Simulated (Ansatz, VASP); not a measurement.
**InH2: VASP beside Ansatz**

The input INCAR:

```
PREC = Accurate
ENCUT = 600
EDIFF = 1E-6
ISMEAR = 0
SIGMA = 0.1
LREAL = False
LASPH = True
NELM = 60
ALGO = Normal
ISIF = 3
LWAVE = False
LCHARG = False
GGA = PE
IBRION = 2
NSW = 90
EDIFFG = -0.04
```

Contents of KPOINTS:

```
regular mesh
0
Gamma
  4 4 6
```

The input POSCAR:

```
InH2
1.0
    3.7971804916      0.0000000000      0.0000000000
    0.0000000000      3.7971804916      0.0000000000
    0.0000000000      0.0000000000      3.0457856734
In H
1 2
Direct
    0.5000000000      0.5000000000      0.0000000000
    0.0000000000      0.5000000000      0.8284902326
    0.5000000000      0.0000000000      0.1715097674
```

Input for Ansatz:

```yaml
crystal:
  lattice:
    - [3.7971804916, 0.0, 0.0]
    - [0.0, 3.7971804916, 0.0]
    - [0.0, 0.0, 3.0457856734]
  atoms:
    - { symbol: In, position: [0.5, 0.5, 0.0] }
    - { symbol: H, position: [0.0, 0.5, 0.8284902326] }
    - { symbol: H, position: [0.5, 0.0, 0.1715097674] }
basis:
  ecutwfc: 420
kpoints:
  mp_grid: { grid: [4, 4, 6] }
hamiltonian:
  xc: pbe
scf:
  occupations: { method: gaussian, width: 0.1 }
  lower_state_search: "off"
output:
  forces: true
  stress: true
  eigenvalues: true
relax:
  adjacent_minimum: "off"
  f_tol: 0.04
  max_steps: 70
  cell: { stress_tol: 0.4 }
```

Alike in both runs: task relaxation of cell and atoms; functional PBE; k mesh 4 × 4 × 6; occupations gaussian, width 0.1 eV; no spin polarisation.

|  | VASP | Ansatz |
| --- | --- | --- |
| version | VASP 6.6.1 | Ansatz 0.2.0 |
| potentials or method | VASP PAW PBE potentials, release 64 (In_d, H), cutoff 600 eV | scalar-relativistic, plane waves, PAW |
| valence electrons in the cell | 15 | 15 |

```csv
,VASP,Ansatz,Ansatz less VASP
"gap on the k mesh at the Fermi level, each at its own relaxed structure (eV)",none,none,-
relaxed volume (Å³/atom),14.91,14.80,-0.105
relaxed cell length with the largest relative difference (Å),3.019,3.003,-0.0159
```

A gap of «none» marks a metal or a gap that the smearing closes.

The k mesh is coarse, so the values compare programs but aren't converged.
